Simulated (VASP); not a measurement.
# GaN in VASP: single point with revPBE+D3(BJ)

Aim: the single point of GaN with revPBE+D3(BJ).

Everything below comes from runs of VASP 6.6.1. Logs are shortened: lines on timing, memory, paths and dates and some standing lists are left out, and cuts for length are marked.

## Step 1: The cell of the first run

The cell holds a sheet with vacuum, 2 atoms: a = 3.217 Å, b = 3.217 Å, c = 23.800 Å, α = 90.00°, β = 90.00°, γ = 120.00°.

## Step 2: Single point, revPBE+D3(BJ)

Contents of INCAR:

```
SYSTEM = GaN
PREC = Accurate
ENCUT = 520
EDIFF = 1E-6
ISMEAR = 0
SIGMA = 0.03
LREAL = .FALSE.
LASPH = .TRUE.
NELM = 120
ALGO = Normal
ISIF = 2
LWAVE = .FALSE.
LCHARG = .FALSE.
LDIPOL = .TRUE.
IDIPOL = 3
DIPOL = 0.5 0.5 0.294
GGA = RE
IVDW = 12
NBANDS = 16
GGA_COMPAT = .FALSE.
NELMDL = -8
```

Contents of KPOINTS:

```
regular mesh
0
G
  12 12 1
  0 0 0
```

Contents of POSCAR:

```
GaN
1.0
    3.2169218145      0.0000000000      0.0000000000
   -1.6084609073      2.7859360134      0.0000000000
    0.0000000000      0.0000000000     23.8000000000
Ga N
1 1
Direct
    0.3333333333      0.6666666667      0.2941176471
    0.6666666667      0.3333333333      0.2941176471
```

Potentials or basis: VASP PAW PBE potentials, release 64 (Ga_d, N).

Started as:

```sh
$ cat potpaw_PBE.64/Ga_d/POTCAR potpaw_PBE.64/N/POTCAR > POTCAR
$ mpirun -np 1 vasp_std > vasp.out
```

OUTCAR:

```text
SYSTEM = GaN
   PREC = Accurate
   ENCUT = 520
   EDIFF = 1E-6
   ISMEAR = 0
   LREAL = .FALSE.
   LASPH = .TRUE.
   NELM = 120
   ISIF = 2
   GGA = RE
   IVDW = 12
   NELMDL = -8
 IVDW          = 12

 ion  position               nearest neighbor table
   1  0.333  0.667  0.294-   2 1.86   2 1.86   2 1.86
   2  0.667  0.333  0.294-   1 1.86   1 1.86   1 1.86

  LATTYP: Found a hexagonal cell.
 ALAT       =     3.2169218145
 C/A-ratio  =     7.3983768871

  Lattice vectors:

 A1 = (   3.2169218145,   0.0000000000,   0.0000000000)
 A2 = (  -1.6084609073,   2.7859360134,   0.0000000000)
 A3 = (   0.0000000000,   0.0000000000,  23.8000000000)

Analysis of symmetry for initial positions (statically):
=====================================================================
 Subroutine PRICEL returns:
 Original cell was already a primitive cell.

 Routine SETGRP: Setting up the symmetry group for a
 hexagonal supercell.

 Subroutine GETGRP returns: Found 12 space group operations
 (whereof  6 operations were pure point group operations)
 out of a pool of 24 trial point group operations.

The static configuration has the point symmetry C_3v.
 The point group associated with its full space group is D_3h.

Analysis of symmetry for dynamics (positions and initial velocities):
=====================================================================
 Subroutine PRICEL returns:
 Original cell was already a primitive cell.

 Routine SETGRP: Setting up the symmetry group for a
 hexagonal supercell.

 Subroutine GETGRP returns: Found 12 space group operations
 (whereof  6 operations were pure point group operations)
 out of a pool of 24 trial point group operations.

The dynamic configuration has the point symmetry C_3v.
 The point group associated with its full space group is D_3h.

 Subroutine INISYM returns: Found 12 space group operations
 (whereof  6 operations are pure point group operations),
 and found     1 'primitive' translations

----------------------------------------------------------------------------------------

                                     Primitive cell

  volume of cell :     213.2989

  direct lattice vectors                    reciprocal lattice vectors
     3.216921815  0.000000000  0.000000000     0.310856172  0.179472894  0.000000000
    -1.608460907  2.785936013  0.000000000     0.000000000  0.358945789  0.000000000
     0.000000000  0.000000000 23.800000000     0.000000000  0.000000000  0.042016807

  length of vectors
     3.216921815  3.216921815 23.800000000     0.358945789  0.358945789  0.042016807

  position of ions in fractional coordinates (direct lattice)
     0.333333333  0.666666667  0.294117647
     0.666666667  0.333333333  0.294117647

  ion indices of the primitive-cell ions
   primitive index   ion index
                 1           1
                 2           2

----------------------------------------------------------------------------------------

 KPOINTS: regular mesh

Automatic generation of k-mesh.
 Grid dimensions read from file:
 generate k-points for:   12   12    1

 Generating k-lattice:

  Cartesian coordinates                     Fractional coordinates (reciprocal lattice)
     0.025904681  0.014956075  0.000000000     0.083333333  0.000000000  0.000000000
     0.000000000  0.029912149  0.000000000     0.000000000  0.083333333  0.000000000
     0.000000000  0.000000000  0.042016807     0.000000000  0.000000000  1.000000000

  Length of vectors
     0.029912149  0.029912149  0.042016807

  Shift w.r.t. Gamma in fractional coordinates (k-lattice)
     0.000000000  0.000000000  0.000000000

 Subroutine IBZKPT returns following result:
 ===========================================

 Found     19 irreducible k-points:

 Following reciprocal coordinates:
            Coordinates               Weight
  0.000000  0.000000  0.000000      1.000000
  0.083333  0.000000  0.000000      6.000000
  0.166667 -0.000000  0.000000      6.000000
  0.250000  0.000000  0.000000      6.000000
  0.333333  0.000000  0.000000      6.000000
  0.416667  0.000000  0.000000      6.000000
[... 11 lines left out ...]
  0.333333  0.250000  0.000000     12.000000
  0.333333  0.333333  0.000000      2.000000
   k-points           NKPTS =     19   k-points in BZ     NKDIM =     19   number of bands    NBANDS=     16
   number of dos      NEDOS =    301   number of ions     NIONS =      2
   total plane-waves  NPLWV = 103680
   dimension x,y,z NGX =    24 NGY =   24 NGZ =  180
   dimension x,y,z NGXF=    48 NGYF=   48 NGZF=  360
   ions per type =               1   1
   NGX,Y,Z   is equivalent  to a cutoff of  12.40, 12.40, 12.57 a.u.
   NGXF,Y,Z  is equivalent  to a cutoff of  24.81, 24.81, 25.15 a.u.
 SYSTEM =  GaN
   PREC   = accura    normal or accurate (medium, high low for compatibility)
   ISTART =      0    job   : 0-new  1-cont  2-samecut
   ICHARG =      2    charge: 1-file 2-atom 10-const
   ISPIN  =      1    spin polarized calculation?
   LNONCOLLINEAR =      F non collinear calculations
   LSORBIT =      F    spin-orbit coupling
   LASPH  =      T    aspherical Exc in radial PAW
   ENCUT  =  520.0 eV  38.22 Ry    6.18 a.u.   5.98  5.98 44.25*2*pi/ulx,y,z
   NELM   =    120;   NELMIN=  2; NELMDL= -8     # of ELM steps
   EDIFF  = 0.1E-05   stopping-criterion for ELM
   LREAL  =      F    real-space projection
   EDIFFG = 0.1E-04   stopping-criterion for IOM
   NSW    =      0    number of steps for IOM
   IBRION =     -1    ionic relax: 0-MD 1-quasi-New 2-CG
   NFREE  =      0    steps in history (QN), initial steepest desc. (CG)
   ISIF   =      2    stress and relaxation
   ISYM   =      2    0-nonsym 1-usesym 2-fastsym
   POTIM  = 0.5000    time-step for ionic-motion
   TEBEG  =    0.0;   TEEND  =   0.0 temperature during run
   PSTRESS=    0.0 pullay stress
   NELECT =      18.0000    total number of electrons
   NUPDOWN=      -1.0000    fix difference up-down
   EMIN   =  10.00;   EMAX   =-10.00  energy-range for DOS
   EFERMI =   0.00;   METHOD = LEGACY
   ISMEAR =     0;   SIGMA  =   0.03  broadening in eV -4-tet -1-fermi 0-gaus
   EFERMI_NEDOS =   21; number of points for ismear=-14 and -15
   IALGO  =     38    algorithm
   IMIX   =      4    mixing-type and parameters
     AMIX     =   0.40;   BMIX     =  1.00
     AMIX_MAG =   1.60;   BMIX_MAG =  1.00
  volume/ion in A,a.u.               =     106.65       719.71
  Fermi-wavevector in a.u.,A,eV,Ry     =   0.718074  1.356964  7.015584  0.515631
  Thomas-Fermi vector in A             =   1.806919
   LORBIT       =      0    0 simple, 1 ext, 2 COOP (PROOUT), +10 PAW based schemes
   GGA     = RE    functional components
   LHFCALC =     F    Hartree Fock is set to
   AEXX    =    0.0000 exact exchange contribution
   IVDW    =    12    specifies the selected vdW correction
   LEPSILON=     F    determine dielectric tensor
   LRPA    =     F    only Hartree local field effects (RPA)
 non-spin polarized calculation
 Gauss-broadening in eV      SIGMA  =   0.03
  energy-cutoff  :      520.00
  volume of cell :      213.30
 maximum number of plane-waves:      5814
 NGX is ok and might be reduce to    24
   NGX = 11   NGY = 11   NGZ = 89

 dipolmoment           0.000000      0.000000     -0.000012 electrons x Angstroem

 number of electron      17.9999983 magnetization

 dipolmoment           0.000000      0.000000      0.000002 electrons x Angstroem

 Free energy of the ion-electron system (eV)
  ---------------------------------------------------
  ext. energy  EPLUGINS =         0.00000000
  ---------------------------------------------------
  free energy    TOTEN  =       -10.88890933 eV

  energy without entropy =      -10.88890933  energy(sigma->0) =      -10.88890933

 E-fermi :  -3.8884     XC(G=0):  -1.8394

 val. band max:       -4.0703726573   @ k =   0.3333   0.3333   0.0000
 cond. band min:      -1.8849638009   @ k =   0.0000   0.0000   0.0000
 fundamental gap:      2.1854088565
 Fermi energy:        -3.8883715340

 k-point     1 :       0.0000    0.0000    0.0000
  band No.  band energies     occupation
      1     -19.3400      2.00000
      2     -17.4323      2.00000
      3     -17.4323      2.00000
      4     -17.2101      2.00000
      5     -17.2101      2.00000
      6     -16.5445      2.00000
[... 8 lines left out ...]
     15       2.4752      0.00000
     16       2.8000      0.00000

 k-point     2 :       0.0833    0.0000    0.0000
  band No.  band energies     occupation
      1     -19.2883      2.00000
      2     -17.4370      2.00000
      3     -17.4132      2.00000
      4     -17.2184      2.00000
      5     -17.2113      2.00000
      6     -16.5061      2.00000
[... 8 lines left out ...]
     15       2.6264      0.00000
     16       2.8781      0.00000

 k-point     3 :       0.1667   -0.0000    0.0000
  band No.  band energies     occupation
      1     -19.1512      2.00000
      2     -17.4435      2.00000
      3     -17.3602      2.00000
      4     -17.2406      2.00000
      5     -17.2146      2.00000
      6     -16.3863      2.00000
[... 8 lines left out ...]
     15       3.0579      0.00000
     16       3.0927      0.00000

 k-point     4 :       0.2500    0.0000    0.0000
  band No.  band energies     occupation
      1     -18.9785      2.00000
      2     -17.4371      2.00000
      3     -17.2859      2.00000
      4     -17.2703      2.00000
      5     -17.2191      2.00000
      6     -16.1716      2.00000
[... 8 lines left out ...]
     15       3.4564      0.00000
     16       3.6603      0.00000

 k-point     5 :       0.3333    0.0000    0.0000
  band No.  band energies     occupation
      1     -18.8307      2.00000
      2     -17.4132      2.00000
      3     -17.2993      2.00000
      4     -17.2236      2.00000
      5     -17.2093      2.00000
      6     -15.8617      2.00000
[... 8 lines left out ...]
     15       4.1358      0.00000
     16       4.3031      0.00000

 k-point     6 :       0.4167    0.0000    0.0000
  band No.  band energies     occupation
      1     -18.7425      2.00000
      2     -17.3862      2.00000
      3     -17.3200      2.00000
      4     -17.2269      2.00000
      5     -17.1516      2.00000
      6     -15.5331      2.00000
[... 8 lines left out ...]
     15       5.1238      0.00000
     16       5.1435      0.00000
[... 172 lines left out ...]
 k-point    16 :       0.4167    0.1667    0.0000
  band No.  band energies     occupation
      1     -18.6704      2.00000
      2     -17.4076      2.00000
      3     -17.3200      2.00000
      4     -17.2431      2.00000
      5     -17.1345      2.00000
      6     -15.2189      2.00000
[... 8 lines left out ...]
     15       6.2333      0.00000
     16       6.3094      0.00000

 k-point    17 :       0.2500    0.2500    0.0000
  band No.  band energies     occupation
      1     -18.6888      2.00000
      2     -17.4318      2.00000
      3     -17.3096      2.00000
      4     -17.2461      2.00000
      5     -17.1510      2.00000
      6     -15.3641      2.00000
[... 8 lines left out ...]
     15       5.2833      0.00000
     16       5.3620      0.00000

 k-point    18 :       0.3333    0.2500    0.0000
  band No.  band energies     occupation
      1     -18.6442      2.00000
      2     -17.4260      2.00000
      3     -17.3133      2.00000
      4     -17.2542      2.00000
      5     -17.1380      2.00000
      6     -15.1238      2.00000
[... 8 lines left out ...]
     15       6.1359      0.00000
     16       6.2863      0.00000

 k-point    19 :       0.3333    0.3333    0.0000
  band No.  band energies     occupation
      1     -18.6251      2.00000
      2     -17.4297      2.00000
      3     -17.3109      2.00000
      4     -17.2609      2.00000
      5     -17.1370      2.00000
      6     -15.0252      2.00000
[... 8 lines left out ...]
     15       6.9062      0.00000
     16       7.2492      0.00000

------------------------ aborting loop because EDIFF is reached ----------------------------------------

 vacuum level on the upper side and lower side of the slab       (xc-potential included)        -0.009        -0.009

 Edisp (eV)   -0.35812

 E8    (eV) :    -0.2471

  FORCE on cell =-STRESS in cart. coord.  units (eV):
  Direction    XX          YY          ZZ          XY          YZ          ZX
  --------------------------------------------------------------------------------------
  -------------------------------------------------------------------------------------
  Total      -0.12131    -0.12131    -0.01344     0.00000     0.00000    -0.00000
  in kB      -0.91121    -0.91121    -0.10095     0.00000     0.00000    -0.00000
  external pressure =       -0.64 kB  Pullay stress =        0.00 kB

 VOLUME and BASIS-vectors are now :
 -----------------------------------------------------------------------------
  energy-cutoff  :      520.00
  volume of cell :      213.30
      direct lattice vectors                 reciprocal lattice vectors
     3.216921815  0.000000000  0.000000000     0.310856172  0.179472894  0.000000000
    -1.608460907  2.785936013  0.000000000     0.000000000  0.358945789  0.000000000
     0.000000000  0.000000000 23.800000000     0.000000000  0.000000000  0.042016807

 POSITION                                       TOTAL-FORCE (eV/Angst)
 -----------------------------------------------------------------------------------
     -0.00000      1.85729      7.00000         0.000000      0.000000      0.000000
      1.60846      0.92865      7.00000        -0.000000      0.000000     -0.000000
 -----------------------------------------------------------------------------------
    total drift:                                0.000006     -0.000004      0.000258

  FREE ENERGIE OF THE ION-ELECTRON SYSTEM (eV)
  ---------------------------------------------------
  free  energy   TOTEN  =       -11.2470267830 eV

  energy  without entropy=      -11.2470267830  energy(sigma->0) =      -11.24702678

 vacuum level on the upper side and lower side of the slab         1.085         1.085
```

Run time: 2.4 min. Hardware: 1 thread of AMD EPYC 7R13, shared host; peak memory 0.3 GiB.

What came out:

| Item | Value |
| --- | --- |
| Free energy | -11.2470 eV |
| Band gap on the k mesh | 2.19 eV (least direct gap 2.49 eV) |
| Dispersion energy per atom | -0.179 eV |

Levels at points of the mesh, in eV from the valence-band top:
| k point | band 7 | band 8 | band 9 | band 10 | band 11 | band 12 |
| --- | --- | --- | --- | --- | --- | --- |
| (0.00, 0.00, 0.00) | -2.53 | -0.31 | -0.31 | 2.19 | 4.66 | 4.96 |
| (0.50, 0.00, 0.00) | -6.04 | -2.07 | -0.33 | 4.82 | 5.26 | 8.29 |

Caveat: the PAW data sets were made with another functional, which shifts forces and pressure a little.
